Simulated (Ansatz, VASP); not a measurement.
**One calculation of AlSnH4, two programs**

```
CELL_PARAMETERS angstrom
4.05608 0.00000 0.00000
0.00000 4.05608 0.00000
0.00000 0.00000 6.48650
ATOMIC_POSITIONS crystal
Al 0.00000 0.00000 0.00000
Sn 0.50000 0.50000 0.50000
H 0.00000 0.00000 0.68419
H 0.50000 0.00000 0.00000
H 0.00000 0.50000 0.00000
H 0.00000 0.00000 0.31581
```

Alike in both runs: task relaxation of cell and atoms; functional PBE; k mesh 4 × 4 × 4; occupations gaussian, width 0.1 eV; no spin polarisation.

```csv
,VASP,Ansatz
version,VASP 6.6.1,Ansatz 0.2.0
potentials or method,"VASP PAW PBE potentials, release 64 (Al, Sn_d, H), cutoff 600 eV","scalar-relativistic, plane waves, PAW"
valence electrons in the cell,21,21
```

```tsv
	VASP	Ansatz	Ansatz less VASP
gap on the k mesh at the Fermi level, each at its own relaxed structure (eV)	none	none	-
relaxed volume (Å³/atom)	11.27	11.49	+0.220
relaxed length of the cell vector where the two differ most in proportion (Å)	5.845	5.964	+0.1195
```

A gap of «none» marks a metal or a gap that the smearing closes.

The k mesh is coarse, so the values compare programs but aren't converged. Noted on VASP's run: the volume moved by over 15 % at a fixed basis, so the end points are rough.
